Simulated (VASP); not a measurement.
# Rh (Fm-3m) in VASP: notebook

The runs below take Rh through single point, relaxation of cell and atoms, with PBEsol.

Program: VASP 6.6.1. These are calculated values, not measurements. Logs are shortened: lines on timing, memory, paths and dates and some standing lists are left out, and cuts for length are marked.

### Step 1. The cell of the first run

Symmetry: Fm-3m, No. 225, cubic system. The conventional cell has a = 3.780 Å, b = 3.780 Å, c = 3.780 Å, α = 90.00°, β = 90.00°, γ = 90.00°. Rh (site symmetry m-3m) has 12 Rh at 2.67 Å within 3.5 Å.

### Step 2. Single point, PBEsol

Contents of INCAR:

```
  ALGO = Normal
  EDIFF = 1E-7
  ENCUT = 520
  GGA = PS
  ISIF = 2
  ISMEAR = 0
  LASPH = T
  LCHARG = F
  LREAL = F
  LWAVE = F
  NBANDS = 14
  NELM = 100
  PREC = Accurate
  SIGMA = 0.1
```

Contents of KPOINTS:

```
k-points
0
Gamma
  18 18 18
```

Contents of POSCAR:

```
Rh
1.0
    0.0000000000      1.8899900502      1.8899900502
    1.8899900502      0.0000000000      1.8899900502
    1.8899900502      1.8899900502      0.0000000000
Rh
1
Direct
    0.0000000000      0.0000000000      0.0000000000
```

Potentials or basis: VASP PAW PBE potentials, release 64 (Rh_pv).

Command:

```
> cat potpaw_PBE.64/Rh_pv/POTCAR > POTCAR
> mpirun -np 1 vasp_std > vasp.out
```

OUTCAR:

```text
EDIFF = 1E-7
   ENCUT = 520
   GGA = PS
   ISIF = 2
   ISMEAR = 0
   LASPH = T
   LREAL = F
   NELM = 100
   PREC = Accurate

 ion  position               nearest neighbor table
   1  0.000  0.000  0.000-

  LATTYP: Found a face centered cubic cell.
 ALAT       =     3.7799801004

  Lattice vectors:

 A1 = (   0.0000000000,   1.8899900502,   1.8899900502)
 A2 = (   1.8899900502,   0.0000000000,   1.8899900502)
 A3 = (   1.8899900502,   1.8899900502,   0.0000000000)

Analysis of symmetry for initial positions (statically):
=====================================================================
 Subroutine PRICEL returns:
 Original cell was already a primitive cell.

 Routine SETGRP: Setting up the symmetry group for a
 face centered cubic supercell.

 Subroutine GETGRP returns: Found 48 space group operations
 (whereof 48 operations were pure point group operations)
 out of a pool of 48 trial point group operations.

The static configuration has the point symmetry O_h .

Analysis of symmetry for dynamics (positions and initial velocities):
=====================================================================
 Subroutine PRICEL returns:
 Original cell was already a primitive cell.

 Routine SETGRP: Setting up the symmetry group for a
 face centered cubic supercell.

 Subroutine GETGRP returns: Found 48 space group operations
 (whereof 48 operations were pure point group operations)
 out of a pool of 48 trial point group operations.

The dynamic configuration has the point symmetry O_h .

 Subroutine INISYM returns: Found 48 space group operations
 (whereof 48 operations are pure point group operations),
 and found     1 'primitive' translations

----------------------------------------------------------------------------------------

                                     Primitive cell

  volume of cell :      13.5023

  direct lattice vectors                    reciprocal lattice vectors
     0.000000000  1.889990050  1.889990050    -0.264551657  0.264551657  0.264551657
     1.889990050  0.000000000  1.889990050     0.264551657 -0.264551657  0.264551657
     1.889990050  1.889990050  0.000000000     0.264551657  0.264551657 -0.264551657

  length of vectors
     2.672849562  2.672849562  2.672849562     0.458216912  0.458216912  0.458216912

  position of ions in fractional coordinates (direct lattice)
     0.000000000  0.000000000  0.000000000

  ion indices of the primitive-cell ions
   primitive index   ion index
                 1           1

----------------------------------------------------------------------------------------

 KPOINTS: k-points

Automatic generation of k-mesh.
 Grid dimensions read from file:
 generate k-points for:   18   18   18

 Generating k-lattice:

  Cartesian coordinates                     Fractional coordinates (reciprocal lattice)
    -0.014697314  0.014697314  0.014697314     0.055555556  0.000000000  0.000000000
     0.014697314 -0.014697314  0.014697314     0.000000000  0.055555556  0.000000000
     0.014697314  0.014697314 -0.014697314     0.000000000  0.000000000  0.055555556

  Length of vectors
     0.025456495  0.025456495  0.025456495

  Shift w.r.t. Gamma in fractional coordinates (k-lattice)
     0.000000000  0.000000000  0.000000000

 Subroutine IBZKPT returns following result:
 ===========================================

 Found    195 irreducible k-points:

 Following reciprocal coordinates:
            Coordinates               Weight
  0.000000  0.000000  0.000000      1.000000
  0.055556  0.000000  0.000000      8.000000
  0.111111  0.000000  0.000000      8.000000
  0.166667  0.000000  0.000000      8.000000
  0.222222  0.000000  0.000000      8.000000
  0.277778  0.000000  0.000000      8.000000
[... 16 lines left out ...]
 -0.277778  0.055556  0.000000     24.000000
 -0.222222  0.055556  0.000000     24.000000
 [... further k-points ...]
   k-points           NKPTS =    195   k-points in BZ     NKDIM =    195   number of bands    NBANDS=     14
   number of dos      NEDOS =    301   number of ions     NIONS =      1
   total plane-waves  NPLWV =   8000
   dimension x,y,z NGX =    20 NGY =   20 NGZ =   20
   dimension x,y,z NGXF=    40 NGYF=   40 NGZF=   40
   ions per type =               1
   NGX,Y,Z   is equivalent  to a cutoff of  12.44, 12.44, 12.44 a.u.
   NGXF,Y,Z  is equivalent  to a cutoff of  24.88, 24.88, 24.88 a.u.
 SYSTEM =  unknown system
   PREC   = accura    normal or accurate (medium, high low for compatibility)
   ISTART =      0    job   : 0-new  1-cont  2-samecut
   ICHARG =      2    charge: 1-file 2-atom 10-const
   ISPIN  =      1    spin polarized calculation?
   LNONCOLLINEAR =      F non collinear calculations
   LSORBIT =      F    spin-orbit coupling
   LASPH  =      T    aspherical Exc in radial PAW
   ENCUT  =  520.0 eV  38.22 Ry    6.18 a.u.   4.97  4.97  4.97*2*pi/ulx,y,z
   NELM   =    100;   NELMIN=  2; NELMDL= -5     # of ELM steps
   EDIFF  = 0.1E-06   stopping-criterion for ELM
   LREAL  =      F    real-space projection
   EDIFFG = 0.1E-05   stopping-criterion for IOM
   NSW    =      0    number of steps for IOM
   IBRION =     -1    ionic relax: 0-MD 1-quasi-New 2-CG
   NFREE  =      0    steps in history (QN), initial steepest desc. (CG)
   ISIF   =      2    stress and relaxation
   ISYM   =      2    0-nonsym 1-usesym 2-fastsym
   POTIM  = 0.5000    time-step for ionic-motion
   TEBEG  =    0.0;   TEEND  =   0.0 temperature during run
   PSTRESS=    0.0 pullay stress
   NELECT =      15.0000    total number of electrons
   NUPDOWN=      -1.0000    fix difference up-down
   EMIN   =  10.00;   EMAX   =-10.00  energy-range for DOS
   EFERMI =   0.00;   METHOD = LEGACY
   ISMEAR =     0;   SIGMA  =   0.10  broadening in eV -4-tet -1-fermi 0-gaus
   EFERMI_NEDOS =   21; number of points for ismear=-14 and -15
   IALGO  =     38    algorithm
   IMIX   =      4    mixing-type and parameters
     AMIX     =   0.40;   BMIX     =  1.00
     AMIX_MAG =   1.60;   BMIX_MAG =  1.00
  volume/ion in A,a.u.               =      13.50        91.12
  Fermi-wavevector in a.u.,A,eV,Ry     =   1.695518  3.204064 39.113773  2.874781
  Thomas-Fermi vector in A             =   2.776547
   LORBIT       =      0    0 simple, 1 ext, 2 COOP (PROOUT), +10 PAW based schemes
   GGA     = PS    functional components
   LHFCALC =     F    Hartree Fock is set to
   AEXX    =    0.0000 exact exchange contribution
   IVDW    =     0    specifies the selected vdW correction
   LEPSILON=     F    determine dielectric tensor
   LRPA    =     F    only Hartree local field effects (RPA)
 non-spin polarized calculation
 Gauss-broadening in eV      SIGMA  =   0.10
  energy-cutoff  :      520.00
  volume of cell :       13.50
 maximum number of plane-waves:       375
   NGX =  9   NGY =  9   NGZ =  9

 number of electron      15.0000006 magnetization

 Free energy of the ion-electron system (eV)
  ---------------------------------------------------
  ext. energy  EPLUGINS =         0.00000000
  ---------------------------------------------------
  free energy    TOTEN  =        -8.14121092 eV

  energy without entropy =       -8.13462153  energy(sigma->0) =       -8.13791622

 E-fermi :  12.0973     XC(G=0): -14.3357

 val. band max:       12.0905569016   @ k =   0.5000   0.2222   0.1111
 cond. band min:      12.1001529445   @ k =   0.5000   0.3889   0.0556
 fundamental gap:      0.0095960429
 Fermi energy:        12.0972781238

 k-point     1 :       0.0000    0.0000    0.0000
  band No.  band energies     occupation
      1     -34.2808      2.00000
      2     -34.2808      2.00000
      3     -34.2808      2.00000
      4       3.9011      2.00000
      5       8.9037      2.00000
      6       8.9037      2.00000
      7       8.9037      2.00000
      8      11.0764      2.00000
      9      11.0764      2.00000
     10      28.0097      0.00000
     11      32.3939      0.00000
     12      33.5633      0.00000
     13      33.5633      0.00000
     14      33.5633      0.00000

 k-point     2 :       0.0556    0.0000    0.0000
  band No.  band energies     occupation
      1     -34.3053      2.00000
      2     -34.2841      2.00000
      3     -34.2841      2.00000
      4       4.0283      2.00000
      5       8.8458      2.00000
      6       8.9540      2.00000
      7       8.9540      2.00000
      8      11.0474      2.00000
      9      11.0474      2.00000
     10      28.1985      0.00000
     11      32.3909      0.00000
     12      32.8635      0.00000
     13      33.7518      0.00000
     14      33.7518      0.00000

 k-point     3 :       0.1111    0.0000    0.0000
  band No.  band energies     occupation
      1     -34.3756      2.00000
      2     -34.2935      2.00000
      3     -34.2935      2.00000
      4       4.3928      2.00000
      5       8.7010      2.00000
      6       9.0858      2.00000
      7       9.0858      2.00000
      8      10.9847      2.00000
      9      10.9847      2.00000
     10      28.7054      0.00000
     11      31.3978      0.00000
     12      32.3981      0.00000
     13      34.2992      0.00000
     14      34.2992      0.00000
[... 324 lines left out ...]
 k-point    23 :      -0.2778    0.0556    0.0000
  band No.  band energies     occupation
      1     -34.7906      2.00000
      2     -34.3772      2.00000
      3     -34.3429      2.00000
      4       6.0220      2.00000
      5       9.0367      2.00000
      6       9.2570      2.00000
      7       9.2588      2.00000
      8      11.2518      2.00000
      9      12.0362      1.61243
     10      25.8895      0.00000
     11      29.3560      0.00000
     12      32.3954      0.00000
     13      34.9053      0.00000
     14      37.3052      0.00000

 k-point    24 :      -0.2222    0.0556    0.0000
  band No.  band energies     occupation
      1     -34.6598      2.00000
      2     -34.3579      2.00000
      3     -34.3237      2.00000
      4       5.7626      2.00000
      5       8.5431      2.00000
      6       9.3086      2.00000
      7       9.3635      2.00000
      8      10.8688      2.00000
      9      11.5741      2.00000
     10      27.6218      0.00000
     11      29.8119      0.00000
     12      32.3952      0.00000
     13      35.1444      0.00000
     14      36.9737      0.00000

 [... further k-points ...]

------------------------ aborting loop because EDIFF is reached ----------------------------------------

  FORCE on cell =-STRESS in cart. coord.  units (eV):
  Direction    XX          YY          ZZ          XY          YZ          ZX
  --------------------------------------------------------------------------------------
  -------------------------------------------------------------------------------------
  Total       -0.0061929     -0.0061929     -0.0061929     -0.0000000      0.0000000      0.0000000
  in kB       -0.7348481     -0.7348481     -0.7348481     -0.0000000      0.0000000      0.0000000
  external PRESSURE =      -0.7348481 kB  Pullay stress =       0.0000000 kB

 VOLUME and BASIS-vectors are now :
 -----------------------------------------------------------------------------
  energy-cutoff  :      520.00
  volume of cell :       13.50
      direct lattice vectors                 reciprocal lattice vectors
     0.000000000  1.889990050  1.889990050    -0.264551657  0.264551657  0.264551657
     1.889990050  0.000000000  1.889990050     0.264551657 -0.264551657  0.264551657
     1.889990050  1.889990050  0.000000000     0.264551657  0.264551657 -0.264551657

 POSITION                                       TOTAL-FORCE (eV/Angst)
 -----------------------------------------------------------------------------------
      0.00000      0.00000      0.00000        -0.000000      0.000000     -0.000000
 -----------------------------------------------------------------------------------
    total drift:                                0.000000     -0.000000      0.000000

  FREE ENERGIE OF THE ION-ELECTRON SYSTEM (eV)
  ---------------------------------------------------
  free  energy   TOTEN  =        -8.1412109173 eV

  energy  without entropy=       -8.1346215317  energy(sigma->0) =       -8.13791622
```

It took 18 s on 1 thread of Intel Xeon Platinum 8559C (Emerald Rapids), shared host; peak memory 0.14 GiB.

Results:

- Free energy: -8.1412 eV
- Pressure: -0.1 GPa
- Band gap on the k mesh: zero (an odd number of electrons rules out a gap without spin polarisation)

Caveat: the PAW data sets were made with another functional, which shifts forces and pressure a little.

### Step 3. Single point, PBEsol

This run uses another cell than the first one, of 13.55 Å³/atom.

Contents of INCAR:

```
ALGO = Normal
EDIFF = 1E-6
ENCUT = 520
GGA = PS
ISIF = 2
ISMEAR = -1
LASPH = T
LCHARG = F
LREAL = F
LWAVE = F
NBANDS = 14
NELM = 80
PREC = Accurate
SIGMA = 0.15
```

Contents of KPOINTS:

```
k-points
0
Gamma
  20 20 20
```

Contents of POSCAR:

```
Rh
1.0
    0.0000000000      1.8920887394      1.8920887394
    1.8920887394      0.0000000000      1.8920887394
    1.8920887394      1.8920887394      0.0000000000
Rh
1
Direct
    0.0000000000      0.0000000000      0.0000000000
```

Potentials or basis: VASP PAW PBE potentials, release 64 (Rh_pv).

Command:

```
> cat potpaw_PBE.64/Rh_pv/POTCAR > POTCAR
> mpirun -np 1 vasp_std > vasp.out
```

It took 22 s on 1 thread of Intel Xeon Platinum 8559C (Emerald Rapids), shared host; peak memory 0.15 GiB.

The run converged. Its results:

| Item | Value |
| --- | --- |
| Free energy | -8.1859 eV |
| Pressure | -0.1 GPa |
| Band gap on the k mesh | zero (an odd number of electrons rules out a gap without spin polarisation) |

Levels at points of the mesh, in eV from the Fermi level:
```tsv
k point	band 4	band 5	band 6	band 7	band 8	band 9	band 10	band 11
(0.00, 0.00, 0.00)	-8.15	-3.15	-3.15	-3.15	-0.99	-0.99	15.94	20.35
(0.50, 0.00, 0.00)	-6.27	-3.22	-3.22	0.61	0.61	0.65	8.76	15.44
(0.50, 0.50, 0.00)	-6.47	-6.09	0.59	1.04	1.04	3.21	12.43	13.33
```

Caveat: the PAW data sets were made with another functional, which shifts forces and pressure a little.

### Step 4. Relaxation of cell and atoms, PBEsol

This run uses another cell than the first one, of 13.67 Å³/atom.

Contents of INCAR:

```
PREC = Accurate ; ENCUT = 600
EDIFF = 1E-6 ; ISMEAR = 0
SIGMA = 0.1 ; LREAL = F
LASPH = T ; NELM = 100
ALGO = Fast ; ISIF = 3
LWAVE = F ; LCHARG = F
GGA = PS ; IBRION = 2
NSW = 100 ; EDIFFG = -0.005
```

Contents of KPOINTS:

```
regular mesh
0
Gamma
  18 18 18
```

Contents of POSCAR:

```
Rh
1.0
    0.0000000000      1.8978500000      1.8978500000
    1.8978500000      0.0000000000      1.8978500000
    1.8978500000      1.8978500000      0.0000000000
Rh
1
Direct
    0.0000000000      0.0000000000      0.0000000000
```

Command:

```
> cat potpaw_PBE.64/Rh_pv/POTCAR > POTCAR
> mpirun -np 1 vasp_std > vasp.out
```

It took 59 s on 1 thread of Intel Xeon Platinum 8559C (Emerald Rapids), shared host; peak memory 0.17 GiB.

Results (log left out):

| Quantity | Value |
| --- | --- |
| Free energy | -8.1418 eV |
| Relaxed volume | 13.50 Å³/atom |
| Relaxed cell | a = 2.672 Å, b = 2.672 Å, c = 2.672 Å, α = 60.00°, β = 60.00°, γ = 60.00° |
| Space group after relaxing (to 0.1 Å) | Fm-3m (No. 225) |
| Energy gained by relaxing | 2.1 meV/atom |
| Ionic steps | 9 |
| Pressure after relaxing | 0.0 GPa |
| Band gap on the k mesh | zero (an odd number of electrons rules out a gap without spin polarisation) |

Step by step:
| step | energy change (eV) | largest force (eV/Å) | pressure (GPa) | volume (Å³) |
| --- | --- | --- | --- | --- |
| 1 | 0.0000 | 0.0000 | -3.78 | 13.67 |
| 2 | 0.0128 | 0.0000 | 11.01 | 13.04 |
| 3 | -0.0021 | 0.0000 | 0.07 | 13.50 |
| 4 | -0.0021 | 0.0000 | -0.17 | 13.50 |
| 5 | -0.0021 | 0.0000 | -0.08 | 13.50 |
| 6 | -0.0021 | 0.0000 | -0.06 | 13.50 |
| 7 | -0.0021 | 0.0000 | -0.08 | 13.50 |
| 8 | -0.0021 | 0.0000 | -0.08 | 13.50 |
| 9 | -0.0021 | 0.0000 | -0.03 | 13.50 |

Final structure:
```cif
data_structure
_symmetry_space_group_name_H-M 'P 1'
_symmetry_Int_Tables_number 1
_cell_length_a 2.6724
_cell_length_b 2.6724
_cell_length_c 2.6724
_cell_angle_alpha 60.000
_cell_angle_beta 60.000
_cell_angle_gamma 60.000
_cell_volume 13.50
loop_
_atom_site_label
_atom_site_type_symbol
_atom_site_fract_x
_atom_site_fract_y
_atom_site_fract_z
_atom_site_occupancy
Rh1 Rh 0.00000 0.00000 0.00000 1
```

Levels at points of the mesh, in eV from the Fermi level:
| k point | band 4 | band 5 | band 6 | band 7 | band 8 | band 9 | band 10 | band 11 |
| --- | --- | --- | --- | --- | --- | --- | --- | --- |
| (0.00, 0.00, 0.00) | -8.20 | -3.20 | -3.20 | -3.20 | -1.02 | -1.02 | 15.91 | 20.30 |
| (0.50, 0.00, 0.00) | -6.33 | -3.27 | -3.27 | 0.59 | 0.59 | 0.62 | 8.77 | 15.42 |
| (0.50, 0.50, 0.00) | -6.53 | -6.16 | 0.57 | 1.02 | 1.02 | 3.20 | 12.46 | 13.33 |

Caveat: the PAW data sets were made with another functional, which shifts forces and pressure a little.

### Step 5. Relaxation of cell and atoms, PBEsol

Contents of INCAR:

```
SYSTEM = Rh
PREC     = Accurate       ! precision mode
ENCUT    = 600            ! plane-wave cutoff, eV
EDIFF    = 1E-6           ! SCF threshold, eV
ISMEAR   = -1             ! smearing method
SIGMA    = 0.15           ! smearing width, eV
LREAL    = .FALSE.        ! projectors in reciprocal space
LASPH    = .TRUE.         ! aspherical terms in the spheres
NELM     = 100            ! most SCF steps
ALGO     = Fast           ! electronic algorithm
ISIF     = 3              ! what is computed and relaxed
LWAVE    = .FALSE.        ! write WAVECAR
LCHARG   = .FALSE.        ! write CHGCAR
GGA      = PS             ! functional
IBRION   = 2              ! ionic algorithm
NSW      = 80             ! ionic steps
EDIFFG   = -0.001         ! ionic threshold
```

Contents of KPOINTS:

```
Automatic mesh
0
G
  20 20 20
  0 0 0
```

Contents of POSCAR:

```
Rh
1.0
    0.0000000000      1.8899900502      1.8899900502
    1.8899900502      0.0000000000      1.8899900502
    1.8899900502      1.8899900502      0.0000000000
Rh
1
Direct
    0.0000000000      0.0000000000      0.0000000000
```

Command:

```
> cat potpaw_PBE.64/Rh_pv/POTCAR > POTCAR
> mpirun -np 1 vasp_std > vasp.out
```

Run time: 50 s. Hardware: 1 thread of Intel Xeon Platinum 8559C (Emerald Rapids), shared host; peak memory 0.19 GiB.

It converged, with:

| Property | Result |
| --- | --- |
| Free energy | -8.1861 eV |
| Relaxed volume | 13.54 Å³/atom |
| Relaxed cell | a = 2.675 Å, b = 2.675 Å, c = 2.675 Å, α = 60.00°, β = 60.00°, γ = 60.00° |
| Space group after relaxing (to 0.1 Å) | Fm-3m (No. 225) |
| Energy gained by relaxing | 0.1 meV/atom |
| Ionic steps | 5 |
| Pressure after relaxing | 0.0 GPa |
| Band gap on the k mesh | zero (an odd number of electrons rules out a gap without spin polarisation) |

Final structure:
```cif
data_structure
_symmetry_space_group_name_H-M 'P 1'
_symmetry_Int_Tables_number 1
_cell_length_a 2.6751
_cell_length_b 2.6751
_cell_length_c 2.6751
_cell_angle_alpha 60.000
_cell_angle_beta 60.000
_cell_angle_gamma 60.000
_cell_volume 13.54
loop_
_atom_site_label
_atom_site_type_symbol
_atom_site_fract_x
_atom_site_fract_y
_atom_site_fract_z
_atom_site_occupancy
Rh1 Rh 0.00000 0.00000 0.00000 1
```

Levels at points of the mesh, in eV from the Fermi level:
```csv
k point,band 5,band 6,band 7,band 8,band 9,band 10
"(0.00, 0.00, 0.00)",-3.15,-3.15,-3.15,-0.99,-0.99,15.94
"(0.50, 0.00, 0.00)",-3.23,-3.23,0.62,0.62,0.65,8.77
"(0.50, 0.50, 0.00)",-6.10,0.59,1.04,1.04,3.21,12.44
```

Caveat: the PAW data sets were made with another functional, which shifts forces and pressure a little.

### Step 6. The runs side by side

```tsv
task	cell	k mesh	cutoff (eV)	smearing	gap on the mesh (eV)	pressure (GPa)	relaxed volume (Å³/atom)
single point	a = 2.673 Å, angles 60.0°, 1 atom	18 × 18 × 18	520	gaussian 0.1 eV	none	-0.1	-
single point	a = 2.676 Å, angles 60.0°, 1 atom	20 × 20 × 20	520	fermi-dirac 0.15 eV	none	-0.1	-
relaxation of cell and atoms	relaxed from a = 2.684 Å, angles 60.0°, 1 atom	18 × 18 × 18	600	gaussian 0.1 eV	none	0.0	13.50
relaxation of cell and atoms	relaxed from a = 2.673 Å, angles 60.0°, 1 atom	20 × 20 × 20	600	fermi-dirac 0.15 eV	none	0.0	13.54
```

Alike in all rows: level PBEsol; potentials or basis VASP PAW PBE potentials, release 64 (Rh_pv); no spin polarisation.

Caveats: the PAW data sets were made with another functional, which shifts forces and pressure a little.

Total energies depend on the potentials used, so only differences within one code and one set of settings carry meaning.
